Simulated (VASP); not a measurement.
# Li2BeS3: relaxation of cell and atoms with PBE

The system is Li2BeS3.

```
CELL_PARAMETERS angstrom
3.19325 0.00000 0.00000
-1.59662 2.76543 0.00000
0.00000 0.00000 9.74321
ATOMIC_POSITIONS crystal
Li 0.33333 0.66667 0.67763
Li 0.66667 0.33333 0.32237
Be 0.00000 0.00000 0.00000
S 0.00000 0.00000 0.50000
S 0.33333 0.66667 0.13550
S 0.66667 0.33333 0.86450
```

```
Program                : VASP 6.6.1
Task                   : relaxation of cell and atoms
Functional             : PBE
Potentials or basis    : VASP PAW PBE potentials, release 64 (Li_sv, Be, S)
Cutoff                 : 600 eV
k mesh                 : 15 × 15 × 4
Occupations            : gaussian, width 0.1 eV
Spin                   : no spin polarisation
Dipole correction      : no
Further INCAR settings : ALGO = Normal; EDIFF = 1e-06; IBRION = 2; EDIFFG = -0.01; NSW = 100; ISIF = 3
```

| Property | Result |
| --- | --- |
| Relaxed volume | 14.30 Å³/atom |
| Relaxed cell | a = 3.180 Å, b = 3.180 Å, c = 9.796 Å, α = 90.00°, β = 90.00°, γ = 120.00° |
| Space group after relaxing (to 0.05 Å) | P-3m1 (No. 164) |
| Energy gained by relaxing | 0.8 meV/atom |
| Ionic steps | 4 |
| Pressure after relaxing | 0.0 GPa |
| Largest force after relaxing | 0.008 eV/Å |
| Band gap on the k mesh | zero (band 13 reaches 5.55 eV, above the bottom of band 14 at 2.82 eV) |

Forces on the atoms (eV/Å):
```
Li   0.000  0.000 -0.008
Li   0.000  0.000  0.008
Be   0.000  0.000  0.000
S    0.000  0.000  0.000
S    0.000  0.000  0.003
S    0.000  0.000 -0.003
```

Step by step:
```csv
step,energy change (eV),largest force (eV/Å),pressure (GPa),volume (Å³)
1,0.0000,0.1749,0.04,86.04
2,-0.0037,0.0720,-0.14,86.09
3,-0.0044,0.0092,-0.27,86.12
4,-0.0048,0.0082,-0.05,85.78
```

Final structure:
```cif
data_structure
_symmetry_space_group_name_H-M 'P 1'
_symmetry_Int_Tables_number 1
_cell_length_a 3.1797
_cell_length_b 3.1797
_cell_length_c 9.7960
_cell_angle_alpha 90.000
_cell_angle_beta 90.000
_cell_angle_gamma 120.000
_cell_volume 85.78
loop_
_atom_site_label
_atom_site_type_symbol
_atom_site_fract_x
_atom_site_fract_y
_atom_site_fract_z
_atom_site_occupancy
Li1 Li 0.33333 0.66667 0.67769 1
Li2 Li 0.66667 0.33333 0.32231 1
Be1 Be 0.00000 0.00000 0.00000 1
S1 S 0.00000 0.00000 0.50000 1
S2 S 0.33333 0.66667 0.13708 1
S3 S 0.66667 0.33333 0.86292 1
```

Levels at points of the mesh, in eV from the Fermi level:
```
           k point  band 9  band 10  band 11  band 12  band 13  band 14  band 15  band 16  band 17
(0.00, 0.00, 0.00)    0.75     0.75     0.79     0.79     1.35     1.35     5.05     6.49     6.81
(0.00, 0.00, 0.50)    0.75     0.75     0.79     0.79     1.35     1.35     6.33     6.48     6.80
```

Run time: 13 min on 1 thread of AMD EPYC 7R43 64-Core Processor (Zen 3), with other jobs on the host, peak memory 0.29 GiB.

Caveat: the cutoff is under 1.25 times the usual one of these potentials, so pressure, stress and relaxed cells hold a basis-set (Pulay) error.
